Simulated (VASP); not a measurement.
# Sb (Fd-3m) in VASP: notebook, part 2 of 2

VASP 6.6.1.

### Step 4. Single point, BLYP (volume scaled by 1.12)

File INCAR:

```
PREC = Accurate
ENCUT = 520
EDIFF = 1E-6
ISMEAR = -1
SIGMA = 0.1
LREAL = F
LASPH = T
NELM = 80
ALGO = Normal
ISIF = 2
LWAVE = F
LCHARG = T
GGA = B5
ALDAX = 1.0
AGGAX = 1.0
AGGAC = 1.0
ALDAC = 0.0
LELF = T
LVHAR = T
NBANDS = 12
```

File KPOINTS:

```
Automatic mesh
0
Gamma
  9 9 9
```

File POSCAR:

```
Sb
1.0
    0.0000000000      3.7180515596      3.7180515596
    3.7180515596      0.0000000000      3.7180515596
    3.7180515596      3.7180515596      0.0000000000
Sb
2
Direct
    0.1250000000      0.1250000000      0.1250000000
    0.8750000000      0.8750000000      0.8750000000
```

Potentials or basis: VASP PAW PBE potentials, release 64 (Sb).

Run with:

```bash
$ cat potpaw_PBE.64/Sb/POTCAR > POTCAR
$ mpirun -np 1 vasp_std > vasp.out
```

OUTCAR:

```text
PREC = Accurate
   ENCUT = 520
   EDIFF = 1E-6
   ISMEAR = -1
   LREAL = F
   LASPH = T
   NELM = 80
   ISIF = 2
   GGA = B5

 ion  position               nearest neighbor table
   1  0.125  0.125  0.125-   2 3.22   2 3.22   2 3.22   2 3.22
   2  0.875  0.875  0.875-   1 3.22   1 3.22   1 3.22   1 3.22

  LATTYP: Found a face centered cubic cell.
 ALAT       =     7.4361031192

  Lattice vectors:

[... 535 lines left out ...]
      3       0.0711      2.00000
      4       0.0711      2.00000
      5       2.4472      1.87655
      6       2.4549      1.86732
      7       5.9017      0.00000
      8       5.9017      0.00000
      9       8.0035      0.00000
     10       8.9739      0.00000
     11      10.8580      0.00000
     12      10.8585      0.00000

 [... further k-points ...]
[... 5 lines left out ...]
  --------------------------------------------------------------------------------------
  -------------------------------------------------------------------------------------
  Total       -1.5096729     -1.5096729     -1.5096729     -0.0000000     -0.0000000     -0.0000000
  in kB      -23.5297444    -23.5297444    -23.5297444     -0.0000000     -0.0000000     -0.0000000
  external PRESSURE =     -23.5297444 kB  Pullay stress =       0.0000000 kB

 VOLUME and BASIS-vectors are now :
 -----------------------------------------------------------------------------
  energy-cutoff  :      520.00
  volume of cell :      102.80
      direct lattice vectors                 reciprocal lattice vectors
     0.000000000  3.718051560  3.718051560    -0.134479039  0.134479039  0.134479039
     3.718051560  0.000000000  3.718051560     0.134479039 -0.134479039  0.134479039
     3.718051560  3.718051560  0.000000000     0.134479039  0.134479039 -0.134479039

 POSITION                                       TOTAL-FORCE (eV/Angst)
 -----------------------------------------------------------------------------------
      0.92951      0.92951      0.92951        -0.000000      0.000000      0.000000
      6.50659      6.50659      6.50659         0.000000     -0.000000     -0.000000
 -----------------------------------------------------------------------------------
    total drift:                                0.000000      0.000000     -0.000000

  FREE ENERGIE OF THE ION-ELECTRON SYSTEM (eV)
  ---------------------------------------------------
  free  energy   TOTEN  =        -6.4705916023 eV

  energy  without entropy=       -6.4308244931  energy(sigma->0) =       -6.45070805
```

stdout:

```text
POSCAR found type information on POSCAR Sb
 POSCAR found :  1 types and       2 ions
 scaLAPACK will be used
 -----------------------------------------------------------------------------
|                                                                             |
|                                                                             |
|     You enforced a specific xc type in the INCAR file but a different       |
|     I HOPE YOU KNOW WHAT YOU ARE DOING!                                     |
|                                                                             |
 -----------------------------------------------------------------------------

 LDA part: xc-table for (Slater(with rela. corr.)+VWN5), standard interpolation
 POSCAR, INCAR and KPOINTS ok, starting setup
 FFT: planning ... GRIDC
 FFT: planning ... GRID_SOFT
 FFT: planning ... GRID
 WAVECAR not read
 entering main loop
```

Wall time 91 s (1 thread of AMD EPYC 7R13, shared host); peak memory 0.21 GiB.

What came out:

```
Free energy            : -6.4706 eV
Pressure               : -2.4 GPa
Band gap on the k mesh : zero (band 5 reaches 2.87 eV, above the bottom of band 6 at 2.45 eV)
```

Levels at points of the mesh, in eV from the Fermi level:
| k point | band 2 | band 3 | band 4 | band 5 | band 6 | band 7 | band 8 | band 9 |
| --- | --- | --- | --- | --- | --- | --- | --- | --- |
| (0.00, 0.00, 0.00) | -6.19 | -1.42 | -1.42 | -1.42 | 0.61 | 0.61 | 0.61 | 4.16 |

Caveat: the cell differs from its parent crystal (volume scaled by 1.12); the PAW data sets were made with another functional, which shifts forces and pressure a little; spin-orbit coupling is left out, which moves the levels of the heavy elements.

### Step 5. Single point, BLYP

This run uses another cell than the first one, of 45.89 Å³/atom, 0.962 times its volume.

File INCAR:

```
SYSTEM = Sb
  PREC = Accurate
  ENCUT = 520
  EDIFF = 1E-6
  ISMEAR = -1
  SIGMA = 0.1
  LREAL = .FALSE.
  LASPH = .TRUE.
  NELM = 100
  ALGO = Normal
  ISIF = 2
  LWAVE = .FALSE.
  LCHARG = .TRUE.
  GGA = B5
  ALDAX = 1.0
  AGGAX = 1.0
  AGGAC = 1.0
  ALDAC = 0.0
  LELF = .TRUE.
  LVHAR = .TRUE.
  NBANDS = 12
```

File KPOINTS:

```
Automatic mesh
0
G
  13 13 13
  0 0 0
```

File POSCAR:

```
Sb
1.0
    0.0000000000      3.5802174126      3.5802174126
    3.5802174126      0.0000000000      3.5802174126
    3.5802174126      3.5802174126      0.0000000000
Sb
2
Direct
    0.1250000000      0.1250000000      0.1250000000
    0.8750000000      0.8750000000      0.8750000000
```

Run with:

```bash
$ cat potpaw_PBE.64/Sb/POTCAR > POTCAR
$ mpirun -np 1 vasp_std > vasp.out
```

Run time: 3.4 min. Hardware: 1 thread of AMD EPYC 7R13, shared host; peak memory 0.24 GiB.

It converged, with:

| Quantity | Value |
| --- | --- |
| Free energy | -6.5596 eV |
| Pressure | 0.1 GPa |
| Band gap on the k mesh | zero (band 5 reaches 4.03 eV, above the bottom of band 6 at 3.32 eV) |

Levels at points of the mesh, in eV from the Fermi level:
| k point | band 3 | band 4 | band 5 | band 6 | band 7 | band 8 |
| --- | --- | --- | --- | --- | --- | --- |
| (0.00, 0.00, 0.00) | -1.62 | -1.62 | -1.62 | 0.55 | 0.55 | 0.55 |

Caveat: the PAW data sets were made with another functional, which shifts forces and pressure a little; spin-orbit coupling is left out, which moves the levels of the heavy elements.

### Step 6. The runs side by side

```tsv
cell	k mesh	gap on the mesh (eV)	pressure (GPa)
a = 5.130 Å, angles 60.0°, 2 atoms	9 × 9 × 9	none	-0.9
a = 5.195 Å, angles 60.0°, 2 atoms	9 × 9 × 9	none	-1.7
a = 5.258 Å, angles 60.0°, 2 atoms	9 × 9 × 9	none	-2.4
a = 5.063 Å, angles 60.0°, 2 atoms	13 × 13 × 13	none	0.1
```

Alike in all rows: task single point; level BLYP; potentials or basis VASP PAW PBE potentials, release 64 (Sb); no spin polarisation; cutoff (eV) 520; smearing fermi-dirac 0.1 eV.

Caveats: the PAW data sets were made with another functional, which shifts forces and pressure a little; spin-orbit coupling is left out, which moves the levels of the heavy elements.

Absolute energies hang on the potentials; compare differences alone.
